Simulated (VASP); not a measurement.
WSe2:

```xyz
3
Lattice="0.0000 3.5211 3.5211 3.5211 0.0000 3.5211 3.5211 3.5211 0.0000" Properties=species:S:1:pos:R:3 pbc="T T T"
W     3.5211    3.5211    3.5211
Se    1.7606    1.7606    1.7606
Se    0.0000    0.0000    0.0000
```

The cell was built from a structure type or drawn by symmetry, and may not be a known phase.

| Property | Result |
| --- | --- |
| Program | VASP 6.6.1 |
| Task | relaxation of cell and atoms |
| Functional | PBE |
| Potentials or basis | VASP PAW PBE potentials, release 64 (W_sv, Se) |
| Cutoff | 600 eV |
| k mesh | 4 × 4 × 4 |
| Occupations | gaussian, width 0.1 eV |
| Spin | collinear spin |
| Starting moments | [0.93, -0.07, 0.02] μB |

At the start: pressure -13.0 GPa; volume 29.10 Å³/atom.

**Question.** How do energy, volume and symmetry change on relaxing?

**Answer.** Over 12 steps the energy falls by 527.7 meV/atom and the volume is 20.02 Å³/atom (-31.2 %); space group F-43m (No. 216, to 0.1 Å) before and after; moment 1.19 μB per cell.

Step by step:
```
step  energy change (eV)  largest force (eV/Å)  pressure (GPa)  volume (Å³)
   1              0.0000                0.0000          -12.97        87.31
   2             -1.5790                0.0000           -1.51        60.80
   3             -1.5830                0.0000            0.44        59.65
   4             -1.5830                0.0000           -0.41        60.14
   5             -1.5831                0.0000           -0.40        60.13
   6             -1.5831                0.0000           -0.35        60.10
   7             -1.5831                0.0000           -0.35        60.10
   8             -1.5831                0.0000           -0.35        60.10
   9             -1.5831                0.0000           -0.35        60.09
  10             -1.5832                0.0000           -0.36        60.09
  11             -1.5832                0.0000           -0.32        60.08
  12             -1.5832                0.0000           -0.29        60.06
```

Final structure:
```xyz
3
Lattice="0.0000 3.1083 3.1083 3.1083 0.0000 3.1083 3.1083 3.1083 0.0000" Properties=species:S:1:pos:R:3 pbc="T T T"
W     3.1083    3.1083    3.1083
Se    1.5541    1.5541    1.5541
Se    3.1083    0.0000    3.1083
```

Caveat: the k points lie up to 0.44 Å⁻¹ apart in the final cell; the volume moved by over 15 % at a fixed basis, so the end points are rough.
